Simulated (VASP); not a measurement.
A run of VASP 6.6.1 is set up as follows.

The input INCAR:

```
SYSTEM = BeGa2C2
PREC     = Accurate       ! precision mode
ENCUT    = 520            ! plane-wave cutoff, eV
EDIFF    = 1E-6           ! SCF threshold, eV
ISMEAR   = 0              ! smearing method
SIGMA    = 0.1            ! smearing width, eV
LREAL    = .FALSE.        ! projectors in reciprocal space
LASPH    = .TRUE.         ! aspherical terms in the spheres
NELM     = 100            ! most SCF steps
ALGO     = Fast           ! electronic algorithm
ISIF     = 2              ! what is computed and relaxed
LWAVE    = .FALSE.        ! write WAVECAR
LCHARG   = .FALSE.        ! write CHGCAR
GGA      = PE             ! functional
NBANDS   = 47             ! bands
```

The input KPOINTS:

```
Automatic mesh
0
G
  8 8 8
  0 0 0
```

POSCAR

```
BeGa2C2
1.0
    0.0000000000      4.5848010544      4.5848010544
    4.5848010544      0.0000000000      4.5848010544
    4.5848010544      4.5848010544      0.0000000000
Be Ga C
2 4 4
Direct
    0.2500000000      0.2500000000      0.2500000000
    0.0000000000      0.0000000000      0.0000000000
    0.1250000000      0.1250000000      0.1250000000
    0.1250000000      0.1250000000      0.6250000000
    0.1250000000      0.6250000000      0.1250000000
    0.6250000000      0.1250000000      0.1250000000
    0.6250000000      0.6250000000      0.6250000000
    0.6250000000      0.6250000000      0.1250000000
    0.6250000000      0.1250000000      0.6250000000
    0.1250000000      0.6250000000      0.6250000000
```

Potentials or basis: VASP PAW PBE potentials, release 64 (Be, Ga_d, C).

Launch:

```bash
$ cat potpaw_PBE.64/Be/POTCAR potpaw_PBE.64/Ga_d/POTCAR potpaw_PBE.64/C/POTCAR > POTCAR
$ mpirun -np 1 vasp_std > vasp.out
```

Estimate the pressure.

0.0 GPa.

Estimate the band gap on the k mesh.

zero (bands 36 and 37 overlap by 0.65 eV).
